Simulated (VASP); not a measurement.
BaZnPF: single point with PBEsol

The system is BaZnPF.

```
Ba Zn P F
1.0
     4.10006    0.00000    0.00000
     0.00000    4.10006    0.00000
     0.00000    0.00000    9.34450
Ba Zn P F
2 2 2 2
Direct
  0.50000 0.00000 0.33012
  0.00000 0.50000 0.66988
  0.50000 0.50000 0.00000
  0.00000 0.00000 0.00000
  0.00000 0.50000 0.14976
  0.50000 0.00000 0.85024
  0.50000 0.50000 0.50000
  0.00000 0.00000 0.50000
```

```json
{
 "Program": "VASP 6.6.1",
 "Task": "single point",
 "Functional": "PBEsol",
 "Potentials or basis": "VASP PAW PBE potentials, release 64 (Ba_sv, Zn, P, F)",
 "Cutoff": "520 eV",
 "k mesh": "6 × 6 × 4",
 "Occupations": "fermi-dirac, width 0.02 eV",
 "Spin": "no spin polarisation"
}
```

The pressure is 1.0 GPa. The largest force is 0.159 eV/Å and the band gap on the k mesh is 0.36 eV.

Forces in eV/Å, atoms in the order of the input:
```
Ba   0.000  0.000 -0.159
Ba   0.000  0.000  0.159
Zn   0.000  0.000  0.000
Zn   0.000  0.000  0.000
P    0.000  0.000 -0.018
P    0.000  0.000  0.018
F    0.000  0.000  0.000
F    0.000  0.000  0.000
```

Stress tensor (GPa, compression positive):
```
0.94 0.00 0.00
0.00 0.94 0.00
0.00 0.00 1.01
```

Levels at points of the mesh, in eV from the valence-band top:
| k point | band 32 | band 33 | band 34 | band 35 | band 36 | band 37 |
| --- | --- | --- | --- | --- | --- | --- |
| (0.00, 0.00, 0.00) | -0.61 | 0.00 | 0.00 | 0.36 | 1.52 | 2.23 |
| (0.50, 0.00, 0.00) | -1.05 | -0.99 | -0.99 | 2.04 | 2.04 | 2.90 |
| (0.50, 0.50, 0.00) | -2.65 | -2.46 | -2.46 | 2.52 | 2.52 | 3.20 |
| (0.00, 0.00, 0.50) | -0.89 | 0.00 | 0.00 | 0.50 | 1.66 | 1.68 |
| (0.50, 0.00, 0.50) | -1.04 | -0.97 | -0.97 | 2.15 | 2.15 | 2.86 |
| (0.50, 0.50, 0.50) | -2.56 | -2.54 | -2.54 | 2.65 | 2.65 | 3.31 |

Wall time 3.5 min on 1 thread of Intel(R) Xeon(R) Platinum 8259CL CPU @ 2.50GHz (Skylake/Cascade Lake), on a shared host, peak memory 0.36 GiB.

Caveat: the PAW data sets were made with another functional, which shifts forces and pressure a little; spin-orbit coupling is left out, which moves the levels of the heavy elements. A k mesh can miss the band edges.
